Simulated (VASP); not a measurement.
Set up this calculation in VASP 6.6.1, as the native input.

| Quantity | Value |
| --- | --- |
| Task | single point |
| Functional | PBE |
| Potentials or basis | VASP PAW PBE potentials, release 64 (Al, N) |
| Cutoff | 520 eV |
| k mesh | 9 × 9 × 6 |
| Occupations | gaussian, width 0.05 eV |
| Spin | no spin polarisation |
| Dipole correction | no |
| Further INCAR settings | ALGO = Normal; EDIFF = 1e-07; NBANDS = 16 |

The structure of AlN lies in POSCAR:

```
AlN
1.0
    3.3549000000      0.0000000000      0.0000000000
   -1.6774500000      2.9054286271      0.0000000000
    0.0000000000      0.0000000000      4.4388000000
Al N
2 2
Direct
    0.3333333333      0.6666666667      0.7500000000
    0.6666666667      0.3333333333      0.2500000000
    0.3333333333      0.6666666667      0.2500000000
    0.6666666667      0.3333333333      0.7500000000
```

These files were run (other wordings do the same):

INCAR

```
PREC     = Accurate       # precision mode
ENCUT    = 520            # plane-wave cutoff, eV
EDIFF    = 1E-7           # SCF threshold, eV
ISMEAR   = 0              # smearing method
SIGMA    = 0.05           # smearing width, eV
LREAL    = F              # projectors in reciprocal space
LASPH    = T              # aspherical terms in the spheres
NELM     = 100            # most SCF steps
ALGO     = Normal         # electronic algorithm
ISIF     = 2              # what is computed and relaxed
LWAVE    = F              # write WAVECAR
LCHARG   = F              # write CHGCAR
GGA      = PE             # functional
NBANDS   = 16             # bands
```

KPOINTS

```
Automatic mesh
0
Gamma
  9 9 6
```

Potentials or basis: VASP PAW PBE potentials, release 64 (Al, N).

The run is started by

```console
$ cat potpaw_PBE.64/Al/POTCAR potpaw_PBE.64/N/POTCAR > POTCAR
$ mpirun -np 1 vasp_std > vasp.out
```

Results of the run:

| Item | Value |
| --- | --- |
| Pressure | -13.2 GPa |
| Band gap on the k mesh | 2.50 eV, direct |

It took 26 s on 1 thread of Intel(R) Xeon(R) Platinum 8488C (Sapphire Rapids), on a shared host, peak memory 0.18 GiB.
